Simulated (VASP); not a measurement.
# SiB2 (P-6m2) in VASP: a series of runs

Runs on SiB2. Level: PBE. Tasks: relaxation of cell and atoms, single point.

All numbers are computed with VASP 6.6.1; they aren't measurements. Logs are shortened: lines on timing, memory, paths and dates and some standing lists are left out, and cuts for length are marked.

## (1) The cell of the first run

Symmetry: P-6m2, No. 187, hexagonal system. The conventional cell has a = 2.863 Å, b = 2.863 Å, c = 4.355 Å, α = 90.00°, β = 90.00°, γ = 120.00°. Within 2.9 Å of Si (site symmetry -6m2) lie 6 B at 2.13 Å and 6 Si at 2.86 Å. Within 2.2 Å of B (site symmetry 3m) lie 1 B at 1.68 Å and 3 Si at 2.13 Å.

The cell was generated, and may not be a known phase.

## (2) Relaxation of cell and atoms, PBE

Input file INCAR:

```
SYSTEM = SiB2
PREC     = Accurate       ! precision mode
ENCUT    = 600            ! plane-wave cutoff, eV
EDIFF    = 1E-7           ! SCF threshold, eV
ISMEAR   = 0              ! smearing method
SIGMA    = 0.1            ! smearing width, eV
LREAL    = .FALSE.        ! projectors in reciprocal space
LASPH    = .TRUE.         ! aspherical terms in the spheres
NELM     = 100            ! most SCF steps
ALGO     = Normal         ! electronic algorithm
ISIF     = 3              ! what is computed and relaxed
LWAVE    = .FALSE.        ! write WAVECAR
LCHARG   = .FALSE.        ! write CHGCAR
GGA      = PE             ! functional
IBRION   = 2              ! ionic algorithm
NSW      = 90             ! ionic steps
EDIFFG   = -0.04          ! ionic threshold
```

Input file KPOINTS:

```
Automatic mesh
0
G
  6 6 4
  0 0 0
```

Input file POSCAR:

```
SiB2
1.0
    2.8628270500      0.0000000000      0.0000000000
   -1.4314135200      2.4792809500      0.0000000000
    0.0000000000      0.0000000000      4.3548535700
Si B
1 2
Direct
    0.6666666700      0.3333333300      0.0000000000
    0.0000000000      0.0000000000      0.3075542000
    0.0000000000      0.0000000000      0.6924458000
```

Potentials or basis: VASP PAW PBE potentials, release 64 (Si, B).

The run is started by

```
$ cat potpaw_PBE.64/Si/POTCAR potpaw_PBE.64/B/POTCAR > POTCAR
$ mpirun -np 1 vasp_std > vasp.out
```

OUTCAR:

```text
SYSTEM = SiB2
   PREC = Accurate
   ENCUT = 600
   EDIFF = 1E-7
   ISMEAR = 0
   LREAL = .FALSE.
   LASPH = .TRUE.
   NELM = 100
   ISIF = 3
   GGA = PE
   IBRION = 2
   NSW = 90
   EDIFFG = -0.04

 ion  position               nearest neighbor table
   1  0.667  0.333  0.000-   2 2.13   3 2.13   2 2.13   3 2.13   2 2.13   3 2.13
   2  0.000  0.000  0.308-   3 1.68   1 2.13   1 2.13   1 2.13
   3  0.000  0.000  0.692-   2 1.68   1 2.13   1 2.13   1 2.13

  LATTYP: Found a hexagonal cell.
 ALAT       =     2.8628270500
 C/A-ratio  =     1.5211724264

  Lattice vectors:

 A1 = (   2.8628270500,   0.0000000000,   0.0000000000)
 A2 = (  -1.4314135200,   2.4792809500,   0.0000000000)
 A3 = (   0.0000000000,   0.0000000000,   4.3548535700)

Analysis of symmetry for initial positions (statically):
=====================================================================
 Subroutine PRICEL returns:
 Original cell was already a primitive cell.

 Routine SETGRP: Setting up the symmetry group for a
 hexagonal supercell.

 Subroutine GETGRP returns: Found 12 space group operations
 (whereof 12 operations were pure point group operations)
 out of a pool of 24 trial point group operations.

The static configuration has the point symmetry D_3h.

Analysis of symmetry for dynamics (positions and initial velocities):
=====================================================================
 Subroutine PRICEL returns:
 Original cell was already a primitive cell.

 Routine SETGRP: Setting up the symmetry group for a
 hexagonal supercell.

 Subroutine GETGRP returns: Found 12 space group operations
 (whereof 12 operations were pure point group operations)
 out of a pool of 24 trial point group operations.

The dynamic configuration has the point symmetry D_3h.

 Subroutine INISYM returns: Found 12 space group operations
 (whereof 12 operations are pure point group operations),
 and found     1 'primitive' translations

----------------------------------------------------------------------------------------

                                     Primitive cell

  volume of cell :      30.9097

  direct lattice vectors                    reciprocal lattice vectors
     2.862827050  0.000000000  0.000000000     0.349305069  0.201671375  0.000000000
    -1.431413520  2.479280950  0.000000000     0.000000000  0.403342751  0.000000000
     0.000000000  0.000000000  4.354853570     0.000000000  0.000000000  0.229628846
[... 86 lines left out ...]
   IBRION =      2    ionic relax: 0-MD 1-quasi-New 2-CG
   NFREE  =      1    steps in history (QN), initial steepest desc. (CG)
   ISIF   =      3    stress and relaxation
   ISYM   =      2    0-nonsym 1-usesym 2-fastsym
   POTIM  = 0.5000    time-step for ionic-motion
   TEBEG  =    0.0;   TEEND  =   0.0 temperature during run
   PSTRESS=    0.0 pullay stress
   NELECT =      10.0000    total number of electrons
   NUPDOWN=      -1.0000    fix difference up-down
   EMIN   =  10.00;   EMAX   =-10.00  energy-range for DOS
   EFERMI =   0.00;   METHOD = LEGACY
   ISMEAR =     0;   SIGMA  =   0.10  broadening in eV -4-tet -1-fermi 0-gaus
   EFERMI_NEDOS =   21; number of points for ismear=-14 and -15
   IALGO  =     38    algorithm
   IMIX   =      4    mixing-type and parameters
     AMIX     =   0.40;   BMIX     =  1.00
     AMIX_MAG =   1.60;   BMIX_MAG =  1.00
  volume/ion in A,a.u.               =      10.30        69.53
  Fermi-wavevector in a.u.,A,eV,Ry     =   1.123854  2.123777 17.184819  1.263049
  Thomas-Fermi vector in A             =   2.260523
   LORBIT       =      0    0 simple, 1 ext, 2 COOP (PROOUT), +10 PAW based schemes
   GGA     = PE    functional components
   LHFCALC =     F    Hartree Fock is set to
   AEXX    =    0.0000 exact exchange contribution
   IVDW    =     0    specifies the selected vdW correction
   LEPSILON=     F    determine dielectric tensor
   LRPA    =     F    only Hartree local field effects (RPA)
 conjugate gradient relaxation of ions
 non-spin polarized calculation
 Gauss-broadening in eV      SIGMA  =   0.10
  energy-cutoff  :      600.00
  volume of cell :       30.91
 maximum number of plane-waves:      1044
 NGX is ok and might be reduce to    24
   NGX = 11   NGY = 11   NGZ = 17

--------------------------------------- Ionic step        1  -------------------------------------------

 number of electron      10.0000000 magnetization

 Free energy of the ion-electron system (eV)
  ---------------------------------------------------
  ext. energy  EPLUGINS =         0.00000000
  ---------------------------------------------------
  free energy    TOTEN  =       -15.92551081 eV

  energy without entropy =      -15.91631408  energy(sigma->0) =      -15.92091244

------------------------ aborting loop because EDIFF is reached ----------------------------------------

  FORCE on cell =-STRESS in cart. coord.  units (eV):
  Direction    XX          YY          ZZ          XY          YZ          ZX
  --------------------------------------------------------------------------------------
  -------------------------------------------------------------------------------------
  Total        0.5609656      0.5609656      1.3081841      0.0000000      0.0000000      0.0000000
  in kB       29.0771884     29.0771884     67.8086419      0.0000001      0.0000000      0.0000000
  external PRESSURE =      41.9876729 kB  Pullay stress =       0.0000000 kB
[... 92 lines left out ...]
  FREE ENERGIE OF THE ION-ELECTRON SYSTEM (eV)
  ---------------------------------------------------
  free  energy   TOTEN  =       -15.9589797111 eV

  energy  without entropy=      -15.9522523663  energy(sigma->0) =      -15.95561604

[... ionic steps 4 to 7 ...]

--------------------------------------- Ionic step        8  -------------------------------------------

 number of electron      10.0000000 magnetization

------------------------ aborting loop because EDIFF is reached ----------------------------------------
[... 69 lines left out ...]
--------------------------------------- Ionic step       10  -------------------------------------------

 number of electron      10.0000000 magnetization

 Free energy of the ion-electron system (eV)
  ---------------------------------------------------
  ext. energy  EPLUGINS =         0.00000000
  ---------------------------------------------------
  free energy    TOTEN  =       -16.00875488 eV

  energy without entropy =      -16.00283909  energy(sigma->0) =      -16.00579699

 E-fermi :   7.4512     XC(G=0): -11.2117

 val. band max:        7.4441501206   @ k =   0.5000   0.0000   0.0000
 cond. band min:       7.4575931888   @ k =   0.1667   0.1667   0.5000
 fundamental gap:      0.0134430682
 Fermi energy:         7.4512176954

 k-point     1 :       0.0000    0.0000    0.0000
  band No.  band energies     occupation
      1      -7.2044      2.00000
      2      -0.7238      2.00000
      3      -0.5171      2.00000
      4      10.3601      0.00000
      5      10.3601      0.00000
      6      14.6514      0.00000
      7      14.6514      0.00000
      8      14.9810      0.00000
      9      16.2325      0.00000
[... 268 lines left out ...]
  FREE ENERGIE OF THE ION-ELECTRON SYSTEM (eV)
  ---------------------------------------------------
  free  energy   TOTEN  =       -16.0087548818 eV

  energy  without entropy=      -16.0028390891  energy(sigma->0) =      -16.00579699

 reached required accuracy - stopping structural energy minimisation
```

CONTCAR:

```text
SiB2
   1.00000000000000
     2.7987609870699455   -0.0000000001298550    0.0000000000000000
    -1.3993804887593235    2.4237981121778143   -0.0000000000000000
    -0.0000000000000000   -0.0000000000000000    4.5325959961837290
  Si              B
     1     2
Direct
     0.6666666699999979    0.3333333300000021    0.0000000000000000
     0.0000000000000000    0.0000000000000000    0.3170350923602787
     0.0000000000000000    0.0000000000000000    0.6829649076397214

  0.00000000E+00  0.00000000E+00  0.00000000E+00
  0.00000000E+00  0.00000000E+00  0.00000000E+00
  0.00000000E+00  0.00000000E+00  0.00000000E+00
```

Wall time 44 s (1 thread of Intel Xeon Platinum 8259CL at 2.50GHz (Skylake/Cascade Lake), shared host); peak memory 0.15 GiB.

Results:

| Item | Value |
| --- | --- |
| Free energy | -16.0088 eV |
| Relaxed volume | 10.25 Å³/atom |
| Relaxed cell | a = 2.799 Å, b = 2.799 Å, c = 4.533 Å, α = 90.00°, β = 90.00°, γ = 120.00° |
| Space group after relaxing (to 0.1 Å) | P-6m2 (No. 187) |
| Energy gained by relaxing | 27.7 meV/atom |
| Ionic steps | 10 |
| Pressure after relaxing | 0.0 GPa |
| Largest force after relaxing | 0.024 eV/Å |
| Band gap on the k mesh | zero (bands 5 and 6 overlap by 7.17 eV) |

Forces in eV/Å, atoms in the order of the input:
```
Si   0.000  0.000  0.000
B    0.000  0.000  0.024
B    0.000  0.000 -0.024
```

The path:
| step | energy change (eV) | largest force (eV/Å) | pressure (GPa) | volume (Å³) |
| --- | --- | --- | --- | --- |
| 1 | 0.0000 | 0.6877 | 4.20 | 30.91 |
| 2 | -0.0319 | 0.2474 | -2.28 | 32.13 |
| 3 | -0.0335 | 0.0948 | -1.17 | 31.91 |
| 4 | -0.0579 | 0.0748 | -5.04 | 32.16 |
| 5 | -0.0579 | 0.0692 | -5.15 | 32.17 |
| 6 | -0.0746 | 0.1929 | -3.19 | 31.32 |
| 7 | -0.0747 | 0.1995 | -3.12 | 31.29 |
| 8 | -0.0831 | 0.0389 | 0.40 | 30.69 |
| 9 | -0.0832 | 0.0532 | 0.12 | 30.73 |
| 10 | -0.0832 | 0.0241 | 0.00 | 30.75 |

Final structure:
```yaml
crystal:
  lattice:
    - [2.79876, 0.00000, 0.00000]
    - [-1.39938, 2.42380, 0.00000]
    - [0.00000, 0.00000, 4.53260]
  atoms:
    - { symbol: Si, position: [0.66667, 0.33333, 0.00000] }
    - { symbol: B, position: [0.00000, 0.00000, 0.31704] }
    - { symbol: B, position: [0.00000, 0.00000, 0.68296] }
```

Caveat: the k points lie up to 0.43 Å⁻¹ apart in the final cell, too coarse for converged energies and pressures of a metal.

## (3) Single point, PBE

This run uses another cell than the first one, of 10.27 Å³/atom.

Input file INCAR:

```
SYSTEM = SiB2
PREC = Accurate ; ENCUT = 520
EDIFF = 1E-6 ; ISMEAR = 0
SIGMA = 0.1 ; LREAL = .False.
LASPH = .True. ; NELM = 60
ALGO = Normal ; ISIF = 2
LWAVE = .False. ; LCHARG = .True.
GGA = PE ; LELF = .True.
LVHAR = .True. ; NBANDS = 12
```

Input file KPOINTS:

```
regular mesh
0
Gamma
  18 18 10
  0 0 0
```

Input file POSCAR:

```
SiB2
1.0
    2.8005071633      0.0000000000      0.0000000000
   -1.4002535816      2.4253103469      0.0000000000
    0.0000000000      0.0000000000      4.5354223662
Si B
1 2
Direct
    0.6666666667      0.3333333333      0.0000000000
    0.0000000000      0.0000000000      0.3179665647
    0.0000000000      0.0000000000      0.6820334353
```

Potentials or basis: VASP PAW PBE potentials, release 64 (Si, B).

The run is started by

```
$ cat potpaw_PBE.64/Si/POTCAR potpaw_PBE.64/B/POTCAR > POTCAR
$ mpirun -np 1 vasp_std > vasp.out
```

Run time: 74 s. Hardware: 1 thread of Intel Xeon Platinum 8259CL at 2.50GHz (Skylake/Cascade Lake), shared host; peak memory 0.2 GiB.

Results (log left out):

```yaml
Free_energy: -15.9190 eV
Pressure: -0.1 GPa
Largest_force: 0.011 eV/Å
Band_gap_on_the_k_mesh: zero (bands 5 and 6 overlap by 7.16 eV)
```

Forces in eV/Å, atoms in the order of the input:
```
Si   0.000  0.000  0.000
B    0.000  0.000 -0.011
B    0.000  0.000  0.011
```

Levels at points of the mesh, in eV from the Fermi level:
```tsv
k point	band 3	band 4	band 5	band 6	band 7	band 8
(0.00, 0.00, 0.00)	-7.82	3.07	3.07	7.39	7.39	7.61
(0.50, 0.00, 0.00)	-4.70	-3.42	-2.27	0.15	0.80	4.92
(0.00, 0.00, 0.50)	-2.98	2.71	4.13	4.13	5.06	5.06
(0.50, 0.00, 0.50)	-7.05	-5.52	-0.26	1.61	1.79	5.24
```

## (4) Relaxation of cell and atoms, PBE

This run uses another cell than the first one, of 10.26 Å³/atom.

Input file INCAR:

```
SYSTEM = SiB2
ALGO     = Normal         ! electronic algorithm
EDIFF    = 1E-6           ! SCF threshold, eV
EDIFFG   = -0.01          ! ionic threshold
ENCUT    = 600            ! plane-wave cutoff, eV
GGA      = PE             ! functional
IBRION   = 2              ! ionic algorithm
ISIF     = 3              ! what is computed and relaxed
ISMEAR   = 0              ! smearing method
LASPH    = .True.         ! aspherical terms in the spheres
LCHARG   = .False.        ! write CHGCAR
LREAL    = .False.        ! projectors in reciprocal space
LWAVE    = .False.        ! write WAVECAR
NELM     = 60             ! most SCF steps
NSW      = 100            ! ionic steps
PREC     = Accurate       ! precision mode
SIGMA    = 0.1            ! smearing width, eV
```

Input file KPOINTS:

```
k-points
0
Gamma
  18 18 10
  0 0 0
```

Input file POSCAR:

```
SiB2
1.0
    2.8006718786      0.0000000000      0.0000000000
   -1.4003359393      2.4254529946      0.0000000000
    0.0000000000      0.0000000000      4.5308655926
Si B
1 2
Direct
    0.6666666667      0.3333333333      0.0000000000
    0.0000000000      0.0000000000      0.3172568306
    0.0000000000      0.0000000000      0.6827431694
```

The run is started by

```
$ cat potpaw_PBE.64/Si/POTCAR potpaw_PBE.64/B/POTCAR > POTCAR
$ mpirun -np 1 vasp_std > vasp.out
```

Run time: 1.8 min. Hardware: 1 thread of Intel Xeon Platinum 8259CL at 2.50GHz (Skylake/Cascade Lake), shared host; peak memory 0.21 GiB.

Results (log left out):

```yaml
Free_energy: -15.9200 eV
Relaxed_volume: 10.27 Å³/atom
Relaxed_cell: a = 2.802 Å, b = 2.802 Å, c = 4.534 Å, α = 90.00°, β = 90.00°, γ = 120.00°
Space_group_after_relaxing_to_0.1_Å: P-6m2 (No. 187)
Energy_gained_by_relaxing: 0.1 meV/atom
Ionic_steps: 4
Pressure_after_relaxing: -0.1 GPa
Band_gap_on_the_k_mesh: zero (bands 5 and 6 overlap by 7.15 eV)
```

Forces on the atoms (eV/Å):
```
Si   0.000  0.000  0.000
B    0.000  0.000  0.002
B    0.000  0.000 -0.002
```

The path:
```csv
step,energy change (eV),largest force (eV/Å),pressure (GPa),volume (Å³)
1,0.0000,0.1160,0.14,30.78
2,0.0002,0.1420,0.08,30.82
3,-0.0003,0.0011,0.10,30.80
4,-0.0003,0.0024,-0.10,30.82
```

Final structure:
```
CELL_PARAMETERS angstrom
2.80163 0.00000 0.00000
-1.40081 2.42628 0.00000
0.00000 0.00000 4.53438
ATOMIC_POSITIONS crystal
Si 0.66667 0.33333 0.00000
B 0.00000 0.00000 0.31787
B 0.00000 0.00000 0.68213
```

Levels at points of the mesh, in eV from the Fermi level:
| k point | band 3 | band 4 | band 5 | band 6 | band 7 | band 8 |
| --- | --- | --- | --- | --- | --- | --- |
| (0.00, 0.00, 0.00) | -7.81 | 3.06 | 3.06 | 7.38 | 7.38 | 7.63 |
| (0.50, 0.00, 0.00) | -4.70 | -3.42 | -2.26 | 0.15 | 0.81 | 4.91 |
| (0.00, 0.00, 0.50) | -2.97 | 2.72 | 4.13 | 4.13 | 5.05 | 5.05 |
| (0.50, 0.00, 0.50) | -7.05 | -5.52 | -0.25 | 1.60 | 1.79 | 5.24 |

## (5) The runs side by side

| task | cell | k mesh | cutoff (eV) | gap on the mesh (eV) | pressure (GPa) | relaxed volume (Å³/atom) | largest force (eV/Å) |
| --- | --- | --- | --- | --- | --- | --- | --- |
| relaxation of cell and atoms | relaxed from a = 2.863, b = 2.863, c = 4.355 Å, angles 90.0, 90.0, 120.0°, 3 atoms, atomic positions A | 6 × 6 × 4 | 600 | none | 0.0 | 10.25 | 0.02 |
| single point | a = 2.801, b = 2.801, c = 4.535 Å, angles 90.0, 90.0, 120.0°, 3 atoms, atomic positions B | 18 × 18 × 10 | 520 | none | -0.1 | - | 0.01 |
| relaxation of cell and atoms | relaxed from a = 2.801, b = 2.801, c = 4.531 Å, angles 90.0, 90.0, 120.0°, 3 atoms, atomic positions C | 18 × 18 × 10 | 600 | none | -0.1 | 10.27 | - |

Alike in all rows: level PBE; potentials or basis VASP PAW PBE potentials, release 64 (Si, B); no spin polarisation; smearing gaussian 0.1 eV.

Caveats: some runs use coarse meshes.

Total energies depend on the potentials used, so only differences within one code and one set of settings carry meaning.

The gap in the log of VASP goes by the Fermi energy; the results here count the filled bands.